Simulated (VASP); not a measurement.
Set up this calculation in VASP 6.6.1, as the native input.

| Item | Value |
| --- | --- |
| Task | relaxation of cell and atoms |
| Functional | BLYP |
| Dispersion | D3(BJ) |
| Potentials or basis | VASP PAW PBE potentials, release 64 (N, B) |
| Cutoff | 600 eV |
| k mesh | 13 × 13 × 13 |
| Occupations | fermi-dirac, width 0.05 eV |
| Spin | no spin polarisation |
| Dipole correction | no |
| Further INCAR settings | ALGO = Normal; EDIFF = 1e-06; IBRION = 2; EDIFFG = -0.005; NSW = 80; ISIF = 3 |

The structure of BN lies in POSCAR:

```
BN
1.0
    0.0000000000      1.8130010000      1.8130010000
    1.8130010000      0.0000000000      1.8130010000
    1.8130010000      1.8130010000      0.0000000000
N B
1 1
Direct
    0.2500000000      0.2500000000      0.2500000000
    0.0000000000      0.0000000000      0.0000000000
```

These files were run (other wordings do the same):

INCAR

```
AGGAC = 1.0
AGGAX = 1.0
ALDAC = 0.0
ALDAX = 1.0
ALGO = Normal
EDIFF = 1E-6
EDIFFG = -0.005
ENCUT = 600
GGA = B5
IBRION = 2
ISIF = 3
ISMEAR = -1
IVDW = 12
LASPH = True
LCHARG = False
LREAL = False
LWAVE = False
NELM = 60
NSW = 80
PREC = Accurate
SIGMA = 0.05
VDW_A1 = 0.4298
VDW_A2 = 4.2359
VDW_S6 = 1.0
VDW_S8 = 2.6996
```

KPOINTS

```
k-points
0
Gamma
  13 13 13
```

Potentials or basis: VASP PAW PBE potentials, release 64 (N, B).

Launch:

```bash
$ cat potpaw_PBE.64/N/POTCAR potpaw_PBE.64/B/POTCAR > POTCAR
$ mpirun -np 1 vasp_std > vasp.out
```

Results of the run:

The relaxed volume is 5.88 Å³/atom, the relaxed cell is a = 2.553 Å, b = 2.553 Å, c = 2.553 Å, α = 60.00°, β = 60.00°, γ = 60.00° and the space group after relaxing (to 0.05 Å) is F-43m (No. 216). The energy gained by relaxing is 1.2 meV/atom. The ionic steps are 3. The pressure after relaxing is 0.0 GPa, the band gap on the k mesh is 4.96 eV, indirect (least direct gap 8.95 eV) and the dispersion energy per atom is -0.409 eV.

Caveat: the PAW data sets were made with another functional, which shifts forces and pressure a little.

Wall time 33 s on 1 thread of AMD EPYC 7R43 64-Core Processor (Zen 3) (shared host), peak memory 0.1 GiB.
